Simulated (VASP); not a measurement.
# Hf (P6_3/mmc) in VASP: a series of runs, part 2 of 2

VASP 6.6.1. Earlier steps stand in the parts before.

## (3) Electric field gradients, PBE

This run uses another cell than the first one, of 22.54 Å³/atom, 1.007 times its volume.

INCAR reads:

```
ALGO     = Fast           # electronic algorithm
EDIFF    = 1E-8           # SCF threshold, eV
ENCUT    = 520            # plane-wave cutoff, eV
GGA      = PE             # functional
ISIF     = 2              # what is computed and relaxed
ISMEAR   = 0              # smearing method
LASPH    = True           # aspherical terms in the spheres
LCHARG   = False          # write CHGCAR
LEFG     = True         
LREAL    = False          # projectors in reciprocal space
LWAVE    = False          # write WAVECAR
NBANDS   = 17             # bands
NELM     = 80             # most SCF steps
PREC     = Accurate       # precision mode
SIGMA    = 0.05           # smearing width, eV
```

KPOINTS reads:

```
k-points
0
Gamma
  16 16 10
```

POSCAR reads:

```
Hf
1.0
    3.2057721387      0.0000000000      0.0000000000
   -1.6028860693      2.7762801109      0.0000000000
    0.0000000000      0.0000000000      5.0654974678
Hf
2
Direct
    0.3333333333      0.6666666667      0.2500000000
    0.6666666667      0.3333333333      0.7500000000
```

Potentials or basis: VASP PAW PBE potentials, release 64 (Hf_pv).

Command:

```sh
> cat potpaw_PBE.64/Hf_pv/POTCAR > POTCAR
> mpirun -np 1 vasp_std > vasp.out
```

OUTCAR:

```text
EDIFF = 1E-8
   ENCUT = 520
   GGA = PE
   ISIF = 2
   ISMEAR = 0
   LASPH = True
   LREAL = False
   NELM = 80
   PREC = Accurate

 ion  position               nearest neighbor table
   1  0.333  0.667  0.250-   2 3.14   2 3.14   2 3.14   2 3.14   2 3.14   2 3.14
   2  0.667  0.333  0.750-   1 3.14   1 3.14   1 3.14   1 3.14   1 3.14   1 3.14

  LATTYP: Found a hexagonal cell.
 ALAT       =     3.2057721387
 C/A-ratio  =     1.5801177528

  Lattice vectors:

 A1 = (   3.2057721387,   0.0000000000,   0.0000000000)
 A2 = (  -1.6028860693,   2.7762801109,   0.0000000000)
 A3 = (   0.0000000000,   0.0000000000,   5.0654974678)

Analysis of symmetry for initial positions (statically):
=====================================================================
 Subroutine PRICEL returns:
 Original cell was already a primitive cell.

 Routine SETGRP: Setting up the symmetry group for a
 hexagonal supercell.

 Subroutine GETGRP returns: Found 24 space group operations
 (whereof 12 operations were pure point group operations)
 out of a pool of 24 trial point group operations.

The static configuration has the point symmetry D_3d.
 The point group associated with its full space group is D_6h.

Analysis of symmetry for dynamics (positions and initial velocities):
=====================================================================
 Subroutine PRICEL returns:
 Original cell was already a primitive cell.

 Routine SETGRP: Setting up the symmetry group for a
 hexagonal supercell.

 Subroutine GETGRP returns: Found 24 space group operations
 (whereof 12 operations were pure point group operations)
 out of a pool of 24 trial point group operations.

The dynamic configuration has the point symmetry D_3d.
 The point group associated with its full space group is D_6h.

 Subroutine INISYM returns: Found 24 space group operations
 (whereof 12 operations are pure point group operations),
 and found     1 'primitive' translations

----------------------------------------------------------------------------------------

                                     Primitive cell

  volume of cell :      45.0835

  direct lattice vectors                    reciprocal lattice vectors
     3.205772139  0.000000000  0.000000000     0.311937330  0.180097101  0.000000000
    -1.602886069  2.776280111  0.000000000     0.000000000  0.360194202  0.000000000
     0.000000000  0.000000000  5.065497468     0.000000000  0.000000000  0.197413977

  length of vectors
     3.205772139  3.205772139  5.065497468     0.360194202  0.360194202  0.197413977

  position of ions in fractional coordinates (direct lattice)
     0.333333333  0.666666667  0.250000000
     0.666666667  0.333333333  0.750000000

  ion indices of the primitive-cell ions
   primitive index   ion index
                 1           1
                 2           2

----------------------------------------------------------------------------------------

 KPOINTS: k-points

Automatic generation of k-mesh.
 Grid dimensions read from file:
 generate k-points for:   16   16   10

[... 68 lines left out ...]
   NFREE  =      0    steps in history (QN), initial steepest desc. (CG)
   ISIF   =      2    stress and relaxation
   ISYM   =      2    0-nonsym 1-usesym 2-fastsym
   POTIM  = 0.5000    time-step for ionic-motion
   TEBEG  =    0.0;   TEEND  =   0.0 temperature during run
   PSTRESS=    0.0 pullay stress
   NELECT =      20.0000    total number of electrons
   NUPDOWN=      -1.0000    fix difference up-down
   EMIN   =  10.00;   EMAX   =-10.00  energy-range for DOS
   EFERMI =   0.00;   METHOD = LEGACY
   ISMEAR =     0;   SIGMA  =   0.05  broadening in eV -4-tet -1-fermi 0-gaus
   EFERMI_NEDOS =   21; number of points for ismear=-14 and -15
   IALGO  =     68    algorithm
   IMIX   =      4    mixing-type and parameters
     AMIX     =   0.40;   BMIX     =  1.00
     AMIX_MAG =   1.60;   BMIX_MAG =  1.00
  volume/ion in A,a.u.               =      22.54       152.12
  Fermi-wavevector in a.u.,A,eV,Ry     =   1.248568  2.359451 21.210417  1.558922
  Thomas-Fermi vector in A             =   2.382648
   LORBIT       =      0    0 simple, 1 ext, 2 COOP (PROOUT), +10 PAW based schemes
   GGA     = PE    functional components
   LHFCALC =     F    Hartree Fock is set to
   AEXX    =    0.0000 exact exchange contribution
   IVDW    =     0    specifies the selected vdW correction
   LEPSILON=     F    determine dielectric tensor
   LRPA    =     F    only Hartree local field effects (RPA)
 non-spin polarized calculation
 RMM-DIIS sequential band-by-band and
 Gauss-broadening in eV      SIGMA  =   0.05
  energy-cutoff  :      520.00
  volume of cell :       45.08
 maximum number of plane-waves:      1236
 NGX is ok and might be reduce to    24
   NGX = 11   NGY = 11   NGZ = 19

 number of electron      20.0000005 magnetization

 Free energy of the ion-electron system (eV)
  ---------------------------------------------------
  ext. energy  EPLUGINS =         0.00000000
  ---------------------------------------------------
  free energy    TOTEN  =       -19.85082100 eV

  energy without entropy =      -19.84855904  energy(sigma->0) =      -19.84969002

 E-fermi :   4.8812     XC(G=0): -11.2489

 val. band max:        4.8742441158   @ k =   0.3125   0.2500   0.4000
 cond. band min:       4.8819276686   @ k =   0.1875   0.0000   0.3000
 fundamental gap:      0.0076835529
 Fermi energy:         4.8812148938

 k-point     1 :       0.0000    0.0000    0.0000
  band No.  band energies     occupation
      1     -26.2188      2.00000
      2     -25.4921      2.00000
      3     -25.4921      2.00000
      4     -25.3717      2.00000
      5     -25.3666      2.00000
      6     -25.3666      2.00000
[... 457 lines left out ...]
      4     -25.6551      2.00000
      5     -25.5383      2.00000
      6     -25.5228      2.00000
[... 9 lines left out ...]
     16      10.7261      0.00000
     17      10.8072      0.00000

 [... further k-points ...]
[... 5 lines left out ...]
  --------------------------------------------------------------------------------------
  -------------------------------------------------------------------------------------
  Total       -0.1133452     -0.1133452     -0.1520994     -0.0000000     -0.0000000     -0.0000000
  in kB       -4.0280587     -4.0280587     -5.4053024     -0.0000000     -0.0000000     -0.0000000
  external PRESSURE =      -4.4871399 kB  Pullay stress =       0.0000000 kB

 VOLUME and BASIS-vectors are now :
 -----------------------------------------------------------------------------
  energy-cutoff  :      520.00
  volume of cell :       45.08
      direct lattice vectors                 reciprocal lattice vectors
     3.205772139  0.000000000  0.000000000     0.311937330  0.180097101  0.000000000
    -1.602886069  2.776280111  0.000000000     0.000000000  0.360194202  0.000000000
     0.000000000  0.000000000  5.065497468     0.000000000  0.000000000  0.197413977

 POSITION                                       TOTAL-FORCE (eV/Angst)
 -----------------------------------------------------------------------------------
     -0.00000      1.85085      1.26637         0.000000     -0.000000      0.000000
      1.60289      0.92543      3.79912        -0.000000      0.000000      0.000000
 -----------------------------------------------------------------------------------
    total drift:                               -0.000000      0.000000     -0.000000

  FREE ENERGIE OF THE ION-ELECTRON SYSTEM (eV)
  ---------------------------------------------------
  free  energy   TOTEN  =       -19.8508209983 eV

  energy  without entropy=      -19.8485590375  energy(sigma->0) =      -19.84969002

 Electric field gradients (V/A^2)
---------------------------------------------------------------------
 ion       V_xx      V_yy      V_zz      V_xy      V_xz      V_yz
---------------------------------------------------------------------
   1     -41.139   -41.138    82.277     0.000     0.000    -0.000
   2     -41.139   -41.138    82.277     0.000    -0.000     0.000
---------------------------------------------------------------------

 Electric field gradients after diagonalization (V/A^2)
 (convention: |V_zz| > |V_xx| > |V_yy|)
----------------------------------------------------------------------
 ion       V_xx      V_yy      V_zz     asymmetry (V_yy - V_xx)/ V_zz
----------------------------------------------------------------------
   1     -41.139   -41.138    82.277       0.000
   2     -41.139   -41.138    82.277       0.000
----------------------------------------------------------------------

           NMR quadrupolar parameters

 Cq : quadrupolar parameter    Cq=e*Q*V_zz/h
 eta: asymmetry parameters     (V_yy - V_xx)/ V_zz
 Q  : nuclear electric quadrupole moment in mb (millibarn)
----------------------------------------------------------------------
 ion       Cq(MHz)       eta       Q (mb)
----------------------------------------------------------------------
   1       0.199       0.000       1.000
   2       0.199       0.000       1.000
----------------------------------------------------------------------
```

Run time: 1.9 min. Hardware: 1 thread of Intel Xeon 6975P-C, shared host; peak memory 0.24 GiB.

Results:

* Free energy: -19.8508 eV
* Pressure: -0.4 GPa
* Band gap on the k mesh: zero (band 10 reaches 6.04 eV, above the bottom of band 11 at 4.48 eV)

Stress tensor (GPa, compression positive):
```
-0.40  0.00  0.00
 0.00 -0.40  0.00
 0.00  0.00 -0.54
```

Levels at points of the mesh, in eV from the Fermi level:
```csv
k point,band 6,band 7,band 8,band 9,band 10,band 11,band 12,band 13,band 14,band 15
"(0.00, 0.00, 0.00)",-30.25,-7.37,-3.70,0.61,1.16,1.16,1.45,1.98,1.98,2.60
"(0.50, 0.00, 0.00)",-30.33,-3.36,-2.73,-2.22,-0.83,0.77,0.85,1.66,5.82,6.32
"(0.00, 0.00, 0.50)",-30.31,-5.40,-5.40,0.14,0.14,1.05,1.05,1.05,1.05,4.74
"(0.50, 0.00, 0.50)",-30.44,-3.40,-3.40,-0.98,-0.98,1.14,1.14,2.61,2.61,6.03
```

Electric field gradients, principal values (V/Å²):
```
atom    least   middle  greatest (by size)
1 Hf  -41.138  -41.139              82.277
2 Hf  -41.138  -41.139              82.277
```

Caveat: without QUAD_EFG the Cq values of the log hold for a quadrupole moment of 1 mb, not for the nuclei; spin-orbit coupling is left out, which moves the levels of the heavy elements.
